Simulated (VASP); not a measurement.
# EuO (Fm-3m) in VASP: single point with LDA+U

Aim: the single point of EuO with LDA+U.

Everything below comes from runs of VASP 6.6.1. Logs are shortened: lines on timing, memory, paths and dates and some standing lists are left out, and cuts for length are marked.

### Step 1. The cell of the first run

Symmetry: Fm-3m, No. 225, cubic system. Conventional cell: a = 5.144 Å, b = 5.144 Å, c = 5.144 Å, α = 90.00°, β = 90.00°, γ = 90.00°. Within 3.4 Å of Eu (site symmetry m-3m) lie 6 O at 2.57 Å. Within 3.4 Å of O (site symmetry m-3m) lie 6 Eu at 2.57 Å.

### Step 2. Single point, LDA+U, collinear spin, ferromagnetic start

Contents of INCAR:

```
SYSTEM = EuO
ALGO     = Normal         ! electronic algorithm
EDIFF    = 1E-6           ! SCF threshold, eV
ENCUT    = 600            ! plane-wave cutoff, eV
GGA      = CA             ! functional
GGA_COMPAT= .False.      
ISIF     = 2              ! what is computed and relaxed
ISMEAR   = 1              ! smearing method
ISPIN    = 2              ! spin polarisation
LASPH    = .True.         ! aspherical terms in the spheres
LCHARG   = .True.         ! write CHGCAR
LDAU     = .True.         ! DFT+U
LDAUJ    = 0 0          
LDAUL    = 3 -1           ! shell
LDAUPRINT= 1            
LDAUTYPE = 2            
LDAUU    = 6 0            ! U, eV
LELF     = .True.         ! ELF
LMAXMIX  = 6              ! l up to which the mixer works
LORBIT   = 11             ! projections on sites
LREAL    = .False.        ! projectors in reciprocal space
LVHAR    = .True.       
LWAVE    = .False.        ! write WAVECAR
MAGMOM   = 7 0            ! initial moments
NBANDS   = 22             ! bands
NELM     = 200            ! most SCF steps
PREC     = Accurate       ! precision mode
SIGMA    = 0.028          ! smearing width, eV
```

Contents of KPOINTS:

```
k-points
0
Gamma
  8 8 8
  0 0 0
```

Contents of POSCAR:

```
EuO
1.0
    0.0000000000      2.5719500000      2.5719500000
    2.5719500000      0.0000000000      2.5719500000
    2.5719500000      2.5719500000      0.0000000000
Eu O
1 1
Direct
    0.0000000000      0.0000000000      0.0000000000
    0.5000000000      0.5000000000      0.5000000000
```

Potentials or basis: VASP PAW PBE potentials, release 64 (Eu, O).

On the command line:

```
$ cat potpaw_PBE.64/Eu/POTCAR potpaw_PBE.64/O/POTCAR > POTCAR
$ mpirun -np 1 vasp_std > vasp.out
```

OUTCAR:

```text
SYSTEM = EuO
   EDIFF = 1E-6
   ENCUT = 600
   GGA = CA
   ISIF = 2
   ISMEAR = 1
   ISPIN = 2
   LASPH = .True.
   LORBIT = 11
   LREAL = .False.
   NELM = 200
   PREC = Accurate

 ion  position               nearest neighbor table
   1  0.000  0.000  0.000-   2 2.57   2 2.57   2 2.57   2 2.57   2 2.57   2 2.57
   2  0.500  0.500  0.500-   1 2.57   1 2.57   1 2.57   1 2.57   1 2.57   1 2.57

  LATTYP: Found a face centered cubic cell.
 ALAT       =     5.1439000000

  Lattice vectors:

 A1 = (   0.0000000000,   2.5719500000,   2.5719500000)
 A2 = (   2.5719500000,   0.0000000000,   2.5719500000)
 A3 = (   2.5719500000,   2.5719500000,   0.0000000000)

Analysis of symmetry for initial positions (statically):
=====================================================================
 Subroutine PRICEL returns:
 Original cell was already a primitive cell.

 Routine SETGRP: Setting up the symmetry group for a
 face centered cubic supercell.

 Subroutine GETGRP returns: Found 48 space group operations
 (whereof 48 operations were pure point group operations)
 out of a pool of 48 trial point group operations.

The static configuration has the point symmetry O_h .

Analysis of symmetry for dynamics (positions and initial velocities):
=====================================================================
 Subroutine PRICEL returns:
 Original cell was already a primitive cell.

 Routine SETGRP: Setting up the symmetry group for a
 face centered cubic supercell.

 Subroutine GETGRP returns: Found 48 space group operations
 (whereof 48 operations were pure point group operations)
 out of a pool of 48 trial point group operations.

The dynamic configuration has the point symmetry O_h .

Analysis of structural, dynamic, and magnetic symmetry:
=====================================================================
 Subroutine PRICEL returns:
 Original cell was already a primitive cell.

 Routine SETGRP: Setting up the symmetry group for a
 face centered cubic supercell.

 Subroutine GETGRP returns: Found 48 space group operations
 (whereof 48 operations were pure point group operations)
 out of a pool of 48 trial point group operations.

The overall configuration has the point symmetry O_h .

 Subroutine INISYM returns: Found 48 space group operations
 (whereof 48 operations are pure point group operations),
 and found     1 'primitive' translations

----------------------------------------------------------------------------------------

                                     Primitive cell

  volume of cell :      34.0265

  direct lattice vectors                    reciprocal lattice vectors
     0.000000000  2.571950000  2.571950000    -0.194405023  0.194405023  0.194405023
     2.571950000  0.000000000  2.571950000     0.194405023 -0.194405023  0.194405023
     2.571950000  2.571950000  0.000000000     0.194405023  0.194405023 -0.194405023

  length of vectors
     3.637286572  3.637286572  3.637286572     0.336719378  0.336719378  0.336719378

  position of ions in fractional coordinates (direct lattice)
[... 116 lines left out ...]
  energy-cutoff  :      600.00
  volume of cell :       34.03
 maximum number of plane-waves:      1158
 NGX is ok and might be reduce to    30
   NGX = 15   NGY = 15   NGZ = 15

atom =   1  type =  1  l = 3

 onsite density matrix

spin component  1

  0.9717 -0.0000 -0.0017  0.0000 -0.0000 -0.0000  0.0000
 -0.0000  0.9609 -0.0000 -0.0000  0.0000 -0.0000  0.0000
 -0.0017 -0.0000  0.9726 -0.0000 -0.0000 -0.0000 -0.0000
  0.0000 -0.0000 -0.0000  0.9704  0.0000 -0.0000  0.0000
 -0.0000  0.0000 -0.0000  0.0000  0.9726 -0.0000  0.0017
 -0.0000 -0.0000 -0.0000 -0.0000 -0.0000  0.9739  0.0000
  0.0000  0.0000 -0.0000  0.0000  0.0017  0.0000  0.9717

spin component  2

  0.0034  0.0000  0.0016  0.0000  0.0000  0.0000 -0.0000
  0.0000  0.0000  0.0000  0.0000 -0.0000 -0.0000 -0.0000
  0.0016  0.0000  0.0026 -0.0000 -0.0000  0.0000 -0.0000
  0.0000  0.0000 -0.0000  0.0047  0.0000  0.0000  0.0000
  0.0000 -0.0000 -0.0000  0.0000  0.0026  0.0000 -0.0016
  0.0000 -0.0000  0.0000  0.0000  0.0000  0.0014  0.0000
 -0.0000 -0.0000 -0.0000  0.0000 -0.0016  0.0000  0.0034

 occupancies and eigenvectors

  o =  0.0000  v =  0.0000  0.0000  0.0000  0.0000  0.0000  0.0000  0.0000 -0.0000 -1.0000  0.0000  0.0000 -0.0000 -0.0000 -0.0000      0.0000  0.0000  0.0000  0.0000  0.0000  0.0000  0.0000  0.0000  0.0000  0.0000  0.0000  0.0000  0.0000  0.0000
  o =  0.0014  v =  0.0000  0.0000  0.0000  0.0000  0.0000  0.0000  0.0000 -0.0007  0.0000  0.0009  0.0000  0.0015 -1.0000  0.0012      0.0000  0.0000  0.0000  0.0000  0.0000  0.0000  0.0000  0.0000  0.0000  0.0000  0.0000  0.0000  0.0000  0.0000
  o =  0.0014  v =  0.0000  0.0000  0.0000  0.0000  0.0000  0.0000  0.0000  0.0024  0.0000 -0.0030 -0.0000 -0.7906 -0.0019 -0.6124      0.0000  0.0000  0.0000  0.0000  0.0000  0.0000  0.0000  0.0000  0.0000  0.0000  0.0000  0.0000  0.0000  0.0000
  o =  0.0014  v =  0.0000  0.0000  0.0000  0.0000  0.0000  0.0000  0.0000  0.6124 -0.0000 -0.7906 -0.0000  0.0030 -0.0012  0.0024      0.0000  0.0000  0.0000  0.0000  0.0000  0.0000  0.0000  0.0000  0.0000  0.0000  0.0000  0.0000  0.0000  0.0000
  o =  0.0047  v =  0.0000  0.0000  0.0000  0.0000  0.0000  0.0000  0.0000 -0.0117 -0.0000 -0.0091  0.0005  0.6123  0.0000 -0.7905      0.0000  0.0000  0.0000  0.0000  0.0000  0.0000  0.0000  0.0000  0.0000  0.0000  0.0000  0.0000  0.0000  0.0000
  o =  0.0047  v =  0.0000  0.0000  0.0000  0.0000  0.0000  0.0000  0.0000 -0.7905 -0.0000 -0.6123  0.0027 -0.0091 -0.0000  0.0117      0.0000  0.0000  0.0000  0.0000  0.0000  0.0000  0.0000  0.0000  0.0000  0.0000  0.0000  0.0000  0.0000  0.0000
  o =  0.0047  v =  0.0000  0.0000  0.0000  0.0000  0.0000  0.0000  0.0000 -0.0021 -0.0000 -0.0017 -1.0000  0.0003 -0.0000 -0.0004      0.0000  0.0000  0.0000  0.0000  0.0000  0.0000  0.0000  0.0000  0.0000  0.0000  0.0000  0.0000  0.0000  0.0000
  o =  0.9609  v =  0.0000  1.0000 -0.0000  0.0000 -0.0000  0.0000 -0.0000  0.0000  0.0000  0.0000  0.0000  0.0000  0.0000  0.0000      0.0000  0.0000  0.0000  0.0000  0.0000  0.0000  0.0000  0.0000  0.0000  0.0000  0.0000  0.0000  0.0000  0.0000
  o =  0.9704  v =  0.0000 -0.0000 -0.0000 -0.0508  0.6116  0.0000 -0.7895  0.0000  0.0000  0.0000  0.0000  0.0000  0.0000  0.0000      0.0000  0.0000  0.0000  0.0000  0.0000  0.0000  0.0000  0.0000  0.0000  0.0000  0.0000  0.0000  0.0000  0.0000
  o =  0.9704  v =  0.0000  0.0000 -0.0000 -0.9987 -0.0311 -0.0000  0.0402  0.0000  0.0000  0.0000  0.0000  0.0000  0.0000  0.0000      0.0000  0.0000  0.0000  0.0000  0.0000  0.0000  0.0000  0.0000  0.0000  0.0000  0.0000  0.0000  0.0000  0.0000
  o =  0.9704  v = -0.7906 -0.0000 -0.6124  0.0000 -0.0000 -0.0000  0.0000  0.0000  0.0000  0.0000  0.0000  0.0000  0.0000  0.0000      0.0000  0.0000  0.0000  0.0000  0.0000  0.0000  0.0000  0.0000  0.0000  0.0000  0.0000  0.0000  0.0000  0.0000
  o =  0.9739  v =  0.0000 -0.0000 -0.0000 -0.0000  0.0599  0.9971  0.0464  0.0000  0.0000  0.0000  0.0000  0.0000  0.0000  0.0000      0.0000  0.0000  0.0000  0.0000  0.0000  0.0000  0.0000  0.0000  0.0000  0.0000  0.0000  0.0000  0.0000  0.0000
  o =  0.9739  v =  0.6124 -0.0000 -0.7906  0.0000 -0.0000 -0.0000  0.0000  0.0000  0.0000  0.0000  0.0000  0.0000  0.0000  0.0000      0.0000  0.0000  0.0000  0.0000  0.0000  0.0000  0.0000  0.0000  0.0000  0.0000  0.0000  0.0000  0.0000  0.0000
  o =  0.9739  v =  0.0000  0.0000 -0.0000  0.0000  0.7883 -0.0758  0.6106  0.0000  0.0000  0.0000  0.0000  0.0000  0.0000  0.0000      0.0000  0.0000  0.0000  0.0000  0.0000  0.0000  0.0000  0.0000  0.0000  0.0000  0.0000  0.0000  0.0000  0.0000

 number of electron      22.9999999 magnetization       7.0000004

 Free energy of the ion-electron system (eV)
  ---------------------------------------------------
  ext. energy  EPLUGINS =         0.00000000
  ---------------------------------------------------
  free energy    TOTEN  =       -22.09766511 eV

  energy without entropy =      -22.09768871  energy(sigma->0) =      -22.09767298

 E-fermi :   3.2503     XC(G=0): -11.2775

 val. band max:        3.2266802844   @ k =   0.1250   0.1250   0.0000
 cond. band min:       3.3091025845   @ k =   0.0000   0.0000   0.0000
 fundamental gap:      0.0824223002
 Fermi energy:         3.2502725176

 spin component 1

 k-point     1 :       0.0000    0.0000    0.0000
  band No.  band energies     occupation
      1     -36.0850      1.00000
      2     -14.7822      1.00000
      3     -14.7822      1.00000
      4     -14.7822      1.00000
      5     -14.0615      1.00000
      6       0.2305      1.00000
[... 1193 lines left out ...]
     21      15.0707      0.00000
     22      15.1215      0.00000

 [... further k-points ...]

------------------------ aborting loop because EDIFF is reached ----------------------------------------

  FORCE on cell =-STRESS in cart. coord.  units (eV):
  Direction    XX          YY          ZZ          XY          YZ          ZX
  --------------------------------------------------------------------------------------
  -------------------------------------------------------------------------------------
  Total       -1.5235654     -1.5235654     -1.5235654      0.0000000      0.0000000      0.0000000
  in kB      -71.7388028    -71.7388028    -71.7388028      0.0000000      0.0000000      0.0000000
  external PRESSURE =     -71.7388028 kB  Pullay stress =       0.0000000 kB

 VOLUME and BASIS-vectors are now :
 -----------------------------------------------------------------------------
  energy-cutoff  :      600.00
  volume of cell :       34.03
      direct lattice vectors                 reciprocal lattice vectors
     0.000000000  2.571950000  2.571950000    -0.194405023  0.194405023  0.194405023
     2.571950000  0.000000000  2.571950000     0.194405023 -0.194405023  0.194405023
     2.571950000  2.571950000  0.000000000     0.194405023  0.194405023 -0.194405023

 POSITION                                       TOTAL-FORCE (eV/Angst)
 -----------------------------------------------------------------------------------
      0.00000      0.00000      0.00000        -0.000000      0.000000      0.000000
      2.57195      2.57195      2.57195         0.000000     -0.000000     -0.000000
 -----------------------------------------------------------------------------------
    total drift:                                0.000000      0.000000      0.000000

  FREE ENERGIE OF THE ION-ELECTRON SYSTEM (eV)
  ---------------------------------------------------
  free  energy   TOTEN  =       -22.0976651138 eV

  energy  without entropy=      -22.0976887098  energy(sigma->0) =      -22.09767298

 total charge

# of ion       s       p       d       f       tot
--------------------------------------------------
    1        2.025   5.738   0.312   6.803  14.877
    2        1.538   3.378   0.000   0.000   4.916
--------------------------------------------------
tot          3.563   9.116   0.312   6.803  19.793

 magnetization (x)

# of ion       s       p       d       f       tot
--------------------------------------------------
    1       -0.009  -0.086   0.069   6.768   6.742
    2       -0.005  -0.079   0.000   0.000  -0.084
--------------------------------------------------
tot         -0.014  -0.165   0.069   6.768   6.658
```

It took 2.4 min on 1 thread of Intel Xeon 8259CL, shared host; peak memory 0.2 GiB.

What came out:

| Quantity | Value |
| --- | --- |
| Free energy | -22.0977 eV |
| Pressure | -7.2 GPa |
| Band gap on the k mesh | zero (filled and empty bands overlap) |
| Net moment | 7.00 μB per cell |
| Site moments | Eu +6.74; O -0.08 μB |
| Valence electrons inside the program's atomic spheres | Eu 14.88; O 4.92 |

Eigenvalues of the final occupation matrices:
```csv
site,spin,trace,eigenvalues
site 1 f,1,6.79,0.96 0.97 0.97 0.97 0.97 0.97 0.97
site 1 f,2,0.02,0.00 0.00 0.00 0.00 0.00 0.00 0.00
```

Caveat: the cell stands under tension; the PAW data sets were made with another functional, which shifts forces and pressure a little; spin-orbit coupling is left out, which moves the levels of the heavy elements; a cell with one magnetic atom can't hold antiferromagnetic order, which such compounds often take. The state reached can hang on the start; a lower one may exist.
